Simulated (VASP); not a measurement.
# YSi6 (R-3m) in VASP: notebook

YSi6 is run at these levels: PBE; tasks: single point.

Program: VASP 6.6.1. These are calculated values, not measurements. Logs are shortened: lines on timing, memory, paths and dates and some standing lists are left out, and cuts for length are marked.

## 1. The cell of the first run

The structure is trigonal, space group R-3m (No. 166). Conventional cell: a = 5.535 Å, b = 5.535 Å, c = 10.576 Å, α = 90.00°, β = 90.00°, γ = 120.00°. Y (site symmetry -3m) has 18 Si at 2.75 to 2.99 Å within 3.6 Å. Within 3.0 Å of Si (site symmetry m) lie 5 Si at 2.28 to 2.29 Å and 3 Y at 2.75 to 2.99 Å.

The cell was built from a structure type or drawn by symmetry, and may not be a known phase.

## 2. Single point, PBE

File INCAR:

```
  PREC = Accurate
  ENCUT = 520
  EDIFF = 1E-7
  ISMEAR = 0
  SIGMA = 0.1
  LREAL = False
  LASPH = True
  NELM = 60
  ALGO = Normal
  ISIF = 2
  LWAVE = False
  LCHARG = False
  GGA = PE
  NBANDS = 26
```

File KPOINTS:

```
Automatic mesh
0
Gamma
  6 6 6
```

File POSCAR:

```
YSi6
1.0
    2.7676769600      1.5979190400      3.5252503400
   -2.7676769600      1.5979190400      3.5252503400
    0.0000000000     -3.1958380700      3.5252503400
Y Si
1 6
Direct
    0.5000000000      0.5000000000      0.5000000000
    0.1337081600      0.1337081600      0.5468948000
    0.5468948000      0.1337081600      0.1337081600
    0.1337081600      0.5468948000      0.1337081600
    0.4531052000      0.8662918400      0.8662918400
    0.8662918400      0.8662918400      0.4531052000
    0.8662918400      0.4531052000      0.8662918400
```

Potentials or basis: VASP PAW PBE potentials, release 64 (Y_sv, Si).

Run with:

```
$ cat potpaw_PBE.64/Y_sv/POTCAR potpaw_PBE.64/Si/POTCAR > POTCAR
$ mpirun -np 1 vasp_std > vasp.out
```

OUTCAR:

```text
PREC = Accurate
   ENCUT = 520
   EDIFF = 1E-7
   ISMEAR = 0
   LREAL = False
   LASPH = True
   NELM = 60
   ISIF = 2
   GGA = PE

 ion  position               nearest neighbor table
   1  0.500  0.500  0.500-   3 2.75   4 2.75   5 2.75   7 2.75   6 2.75   2 2.75   3 2.99   4 2.99
                             5 2.99   7 2.99   4 2.99   3 2.99   5 2.99   7 2.99   2 2.99   6 2.99
   2  0.134  0.134  0.547-   6 2.28   5 2.29   7 2.29   4 2.29   3 2.29   1 2.75   1 2.99   1 2.99

   3  0.547  0.134  0.134-   5 2.28   6 2.29   7 2.29   2 2.29   4 2.29   1 2.75   1 2.99   1 2.99

   4  0.134  0.547  0.134-   7 2.28   6 2.29   5 2.29   2 2.29   3 2.29   1 2.75   1 2.99   1 2.99

   5  0.453  0.866  0.866-   3 2.28   2 2.29   4 2.29   6 2.29   7 2.29   1 2.75   1 2.99   1 2.99

   6  0.866  0.866  0.453-   2 2.28   3 2.29   4 2.29   5 2.29   7 2.29   1 2.75   1 2.99   1 2.99

   7  0.866  0.453  0.866-   4 2.28   2 2.29   3 2.29   6 2.29   5 2.29   1 2.75   1 2.99   1 2.99

  LATTYP: Found a trigonal (rhomboedric) cell.
 ALAT       =     4.7582319167
 COS(alpha) =     0.3233414389

  Lattice vectors:

 A1 = (   2.7676769600,   1.5979190400,   3.5252503400)
 A2 = (  -2.7676769600,   1.5979190400,   3.5252503400)
 A3 = (   0.0000000000,  -3.1958380700,   3.5252503400)

Analysis of symmetry for initial positions (statically):
=====================================================================
 Subroutine PRICEL returns:
 Original cell was already a primitive cell.

 Routine SETGRP: Setting up the symmetry group for a
 trigonal (rhombohedral) supercell.

 Subroutine GETGRP returns: Found 12 space group operations
 (whereof 12 operations were pure point group operations)
 out of a pool of 12 trial point group operations.

The static configuration has the point symmetry D_3d.

Analysis of symmetry for dynamics (positions and initial velocities):
=====================================================================
 Subroutine PRICEL returns:
 Original cell was already a primitive cell.

 Routine SETGRP: Setting up the symmetry group for a
 trigonal (rhombohedral) supercell.

 Subroutine GETGRP returns: Found 12 space group operations
 (whereof 12 operations were pure point group operations)
 out of a pool of 12 trial point group operations.

The dynamic configuration has the point symmetry D_3d.

 Subroutine INISYM returns: Found 12 space group operations
 (whereof 12 operations are pure point group operations),
 and found     1 'primitive' translations

----------------------------------------------------------------------------------------

                                     Primitive cell

  volume of cell :      93.5430

  direct lattice vectors                    reciprocal lattice vectors
     2.767676960  1.597919040  3.525250340     0.180656922  0.104302322  0.094555932
    -2.767676960  1.597919040  3.525250340    -0.180656922  0.104302322  0.094555932
     0.000000000 -3.195838070  3.525250340     0.000000000 -0.208604645  0.094555933

  length of vectors
     4.758231917  4.758231917  4.758231912     0.229034325  0.229034325  0.229034326

  position of ions in fractional coordinates (direct lattice)
     0.500000000  0.500000000  0.500000000
     0.133708160  0.133708160  0.546894800
     0.546894800  0.133708160  0.133708160
     0.133708160  0.546894800  0.133708160
     0.453105200  0.866291840  0.866291840
     0.866291840  0.866291840  0.453105200
     0.866291840  0.453105200  0.866291840

  ion indices of the primitive-cell ions
   primitive index   ion index
                 1           1
                 2           2
                 3           3
                 4           4
                 5           5
                 6           6
                 7           7

----------------------------------------------------------------------------------------

 KPOINTS: Automatic mesh

Automatic generation of k-mesh.
 Grid dimensions read from file:
 generate k-points for:    6    6    6

 Generating k-lattice:

  Cartesian coordinates                     Fractional coordinates (reciprocal lattice)
     0.030109487  0.017383720  0.015759322     0.166666667 -0.000000000  0.000000000
    -0.030109487  0.017383720  0.015759322    -0.000000000  0.166666667  0.000000000
     0.000000000 -0.034767441  0.015759322     0.000000000  0.000000000  0.166666667

  Length of vectors
     0.038172388  0.038172388  0.038172388

  Shift w.r.t. Gamma in fractional coordinates (k-lattice)
     0.000000000  0.000000000  0.000000000

 Subroutine IBZKPT returns following result:
 ===========================================

 Found     32 irreducible k-points:

 Following reciprocal coordinates:
            Coordinates               Weight
  0.000000  0.000000  0.000000      1.000000
  0.166667  0.000000 -0.000000      6.000000
  0.333333  0.000000 -0.000000      6.000000
  0.500000  0.000000 -0.000000      3.000000
  0.166667  0.166667 -0.000000      6.000000
  0.333333  0.166667 -0.000000     12.000000
[... 16 lines left out ...]
  0.500000  0.500000  0.166667      6.000000
 -0.333333  0.500000  0.166667     12.000000
 [... further k-points ...]
   k-points           NKPTS =     32   k-points in BZ     NKDIM =     32   number of bands    NBANDS=     26
   number of dos      NEDOS =    301   number of ions     NIONS =      7
   total plane-waves  NPLWV =  46656
   dimension x,y,z NGX =    36 NGY =   36 NGZ =   36
   dimension x,y,z NGXF=    72 NGYF=   72 NGZF=   72
   ions per type =               1   6
   NGX,Y,Z   is equivalent  to a cutoff of  12.58, 12.58, 12.58 a.u.
   NGXF,Y,Z  is equivalent  to a cutoff of  25.16, 25.16, 25.16 a.u.
 SYSTEM =  unknown system
   PREC   = accura    normal or accurate (medium, high low for compatibility)
   ISTART =      0    job   : 0-new  1-cont  2-samecut
   ICHARG =      2    charge: 1-file 2-atom 10-const
   ISPIN  =      1    spin polarized calculation?
   LNONCOLLINEAR =      F non collinear calculations
   LSORBIT =      F    spin-orbit coupling
   LASPH  =      T    aspherical Exc in radial PAW
   ENCUT  =  520.0 eV  38.22 Ry    6.18 a.u.   8.85  8.85  8.85*2*pi/ulx,y,z
   NELM   =     60;   NELMIN=  2; NELMDL= -5     # of ELM steps
   EDIFF  = 0.1E-06   stopping-criterion for ELM
   LREAL  =      F    real-space projection
   EDIFFG = 0.1E-05   stopping-criterion for IOM
   NSW    =      0    number of steps for IOM
   IBRION =     -1    ionic relax: 0-MD 1-quasi-New 2-CG
   NFREE  =      0    steps in history (QN), initial steepest desc. (CG)
   ISIF   =      2    stress and relaxation
   ISYM   =      2    0-nonsym 1-usesym 2-fastsym
   POTIM  = 0.5000    time-step for ionic-motion
   TEBEG  =    0.0;   TEEND  =   0.0 temperature during run
   PSTRESS=    0.0 pullay stress
   NELECT =      35.0000    total number of electrons
   NUPDOWN=      -1.0000    fix difference up-down
   EMIN   =  10.00;   EMAX   =-10.00  energy-range for DOS
   EFERMI =   0.00;   METHOD = LEGACY
   ISMEAR =     0;   SIGMA  =   0.10  broadening in eV -4-tet -1-fermi 0-gaus
   EFERMI_NEDOS =   21; number of points for ismear=-14 and -15
   IALGO  =     38    algorithm
   IMIX   =      4    mixing-type and parameters
     AMIX     =   0.40;   BMIX     =  1.00
     AMIX_MAG =   1.60;   BMIX_MAG =  1.00
  volume/ion in A,a.u.               =      13.36        90.18
  Fermi-wavevector in a.u.,A,eV,Ry     =   1.179670  2.229252 18.934144  1.391620
  Thomas-Fermi vector in A             =   2.315976
   LORBIT       =      0    0 simple, 1 ext, 2 COOP (PROOUT), +10 PAW based schemes
   GGA     = PE    functional components
   LHFCALC =     F    Hartree Fock is set to
   AEXX    =    0.0000 exact exchange contribution
   IVDW    =     0    specifies the selected vdW correction
   LEPSILON=     F    determine dielectric tensor
   LRPA    =     F    only Hartree local field effects (RPA)
 non-spin polarized calculation
 Gauss-broadening in eV      SIGMA  =   0.10
  energy-cutoff  :      520.00
  volume of cell :       93.54
 maximum number of plane-waves:      2536
   NGX = 17   NGY = 17   NGZ = 17

 number of electron      35.0000003 magnetization

 Free energy of the ion-electron system (eV)
  ---------------------------------------------------
  ext. energy  EPLUGINS =         0.00000000
  ---------------------------------------------------
  free energy    TOTEN  =       -35.52229793 eV

  energy without entropy =      -35.50361423  energy(sigma->0) =      -35.51295608

 E-fermi :  11.0520     XC(G=0): -11.7082

 val. band max:       11.0295368152   @ k =   0.3333   0.3333  -0.0000
 cond. band min:      11.0658490700   @ k =  -0.3333   0.1667   0.1667
 fundamental gap:      0.0363122547
 Fermi energy:        11.0520163743

 k-point     1 :       0.0000    0.0000    0.0000
  band No.  band energies     occupation
      1     -30.9337      2.00000
      2     -11.3545      2.00000
      3     -11.1907      2.00000
      4     -11.1907      2.00000
      5      -4.0095      2.00000
      6       1.9381      2.00000
[... 18 lines left out ...]
     25      15.8083      0.00000
     26      16.3888      0.00000

 k-point     2 :       0.1667    0.0000   -0.0000
  band No.  band energies     occupation
      1     -30.9333      2.00000
      2     -11.3663      2.00000
      3     -11.2055      2.00000
      4     -11.1901      2.00000
      5      -3.7741      2.00000
      6       0.5786      2.00000
[... 18 lines left out ...]
     25      15.6296      0.00000
     26      15.8193      0.00000

 k-point     3 :       0.3333    0.0000   -0.0000
  band No.  band energies     occupation
      1     -30.9326      2.00000
      2     -11.3956      2.00000
      3     -11.2280      2.00000
      4     -11.1889      2.00000
      5      -3.1116      2.00000
      6      -0.8290      2.00000
[... 572 lines left out ...]
 k-point    23 :       0.5000    0.5000    0.1667
  band No.  band energies     occupation
      1     -30.9308      2.00000
      2     -11.4613      2.00000
      3     -11.2354      2.00000
      4     -11.2143      2.00000
      5      -1.6640      2.00000
      6      -0.4894      2.00000
[... 18 lines left out ...]
     25      14.4561      0.00000
     26      15.2673      0.00000

 k-point    24 :      -0.3333    0.5000    0.1667
  band No.  band energies     occupation
      1     -30.9310      2.00000
      2     -11.4473      2.00000
      3     -11.2358      2.00000
      4     -11.2191      2.00000
      5      -1.3983      2.00000
      6      -0.9268      2.00000
[... 18 lines left out ...]
     25      14.4434      0.00000
     26      16.0998      0.00000

 [... further k-points ...]

------------------------ aborting loop because EDIFF is reached ----------------------------------------

  FORCE on cell =-STRESS in cart. coord.  units (eV):
  Direction    XX          YY          ZZ          XY          YZ          ZX
  --------------------------------------------------------------------------------------
  -------------------------------------------------------------------------------------
  Total       23.1009040     23.1009039     28.9095683      0.0000000      0.0000000      0.0000000
  in kB      395.6654919    395.6654913    495.1545866      0.0000000      0.0000005      0.0000000
  external PRESSURE =     428.8285233 kB  Pullay stress =       0.0000000 kB

 VOLUME and BASIS-vectors are now :
 -----------------------------------------------------------------------------
  energy-cutoff  :      520.00
  volume of cell :       93.54
      direct lattice vectors                 reciprocal lattice vectors
     2.767676960  1.597919040  3.525250340     0.180656922  0.104302322  0.094555932
    -2.767676960  1.597919040  3.525250340    -0.180656922  0.104302322  0.094555932
     0.000000000 -3.195838070  3.525250340     0.000000000 -0.208604645  0.094555933

 POSITION                                       TOTAL-FORCE (eV/Angst)
 -----------------------------------------------------------------------------------
      0.00000      0.00000      5.28788         0.000000      0.000000      0.000000
      0.00000     -1.32048      2.87065         0.000000     -1.450199     -0.964418
      1.14357      0.66024      2.87065         1.255909      0.725099     -0.964418
     -1.14357      0.66024      2.87065        -1.255909      0.725099     -0.964418
     -1.14357     -0.66024      7.70510        -1.255909     -0.725099      0.964418
      0.00000      1.32048      7.70510         0.000000      1.450199      0.964418
      1.14357     -0.66024      7.70510         1.255909     -0.725099      0.964418
 -----------------------------------------------------------------------------------
    total drift:                               -0.000000     -0.000000      0.000000

  FREE ENERGIE OF THE ION-ELECTRON SYSTEM (eV)
  ---------------------------------------------------
  free  energy   TOTEN  =       -35.5222979330 eV

  energy  without entropy=      -35.5036142252  energy(sigma->0) =      -35.51295608
```

It took 60 s on 1 thread of Intel Xeon Platinum 8259CL at 2.50GHz (Skylake/Cascade Lake), shared host; peak memory 0.25 GiB.

What came out:

```yaml
Free_energy: -35.5223 eV
Pressure: 42.9 GPa
Largest_force: 1.742 eV/Å
Band_gap_on_the_k_mesh: zero (an odd number of electrons rules out a gap without spin polarisation)
```

Forces in eV/Å, atoms in the order of the input:
```
Y    0.000  0.000  0.000
Si   0.000 -1.450 -0.964
Si   1.256  0.725 -0.964
Si  -1.256  0.725 -0.964
Si  -1.256 -0.725  0.964
Si   0.000  1.450  0.964
Si   1.256 -0.725  0.964
```

Stress tensor (GPa, compression positive):
```
39.57  0.00  0.00
 0.00 39.57  0.00
 0.00  0.00 49.52
```

Caveat: the cell stands under pressure; forces of over 1 eV/Å act on the atoms, so gaps and moduli don't describe the material at rest.

[end of part 1 of 2]
